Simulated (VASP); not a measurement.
Set up this calculation in VASP 6.6.1, as the native input.

```
Task                   : single point
Functional             : PBE
Potentials or basis    : VASP PAW PBE potentials, release 64 (Rh_pv, Au, B)
Cutoff                 : 520 eV
k mesh                 : 7 × 7 × 5
Occupations            : fermi-dirac, width 0.1 eV
Spin                   : no spin polarisation
Dipole correction      : no
Further INCAR settings : ALGO = Normal; EDIFF = 1e-07; NBANDS = 86
```

The structure of BRh4Au lies in POSCAR:

```
BRh4Au
1.0
    5.2855915148      0.0000000000      0.0000000000
   -2.6427957574      4.5774565259      0.0000000000
    0.0000000000      0.0000000000      7.1560813987
Rh Au B
8 2 2
Direct
    0.3333333333      0.6666666667      0.0000000000
    0.6666666667      0.3333333333      0.0000000000
    0.5000000000      0.0000000000      0.3026590001
    0.5000000000      0.5000000000      0.3026590001
    0.0000000000      0.5000000000      0.3026590001
    0.0000000000      0.5000000000      0.6973409999
    0.5000000000      0.5000000000      0.6973409999
    0.5000000000      0.0000000000      0.6973409999
    0.0000000000      0.0000000000      0.0000000000
    0.0000000000      0.0000000000      0.5000000000
    0.3333333333      0.6666666667      0.5000000000
    0.6666666667      0.3333333333      0.5000000000
```

The input as run:

INCAR

```
PREC = Accurate
ENCUT = 520
EDIFF = 1E-7
ISMEAR = -1
SIGMA = 0.1
LREAL = False
LASPH = True
NELM = 100
ALGO = Normal
ISIF = 2
LWAVE = False
LCHARG = True
GGA = PE
LELF = True
LVHAR = True
NBANDS = 86
```

KPOINTS

```
Automatic mesh
0
Gamma
  7 7 5
```

Potentials or basis: VASP PAW PBE potentials, release 64 (Rh_pv, Au, B).

Launch:

```console
$ cat potpaw_PBE.64/Rh_pv/POTCAR potpaw_PBE.64/Au/POTCAR potpaw_PBE.64/B/POTCAR > POTCAR
$ mpirun -np 1 vasp_std > vasp.out
```

Results of the run:

The pressure is 5.1 GPa and the largest force is 0.021 eV/Å. The band gap on the k mesh is zero (band 74 reaches 9.55 eV, above the bottom of band 75 at 9.03 eV).

Caveat: spin-orbit coupling is left out, which moves the levels of the heavy elements.

It took 15 min on 1 thread of Intel Xeon 8259CL, on a shared host, peak memory 0.45 GiB.
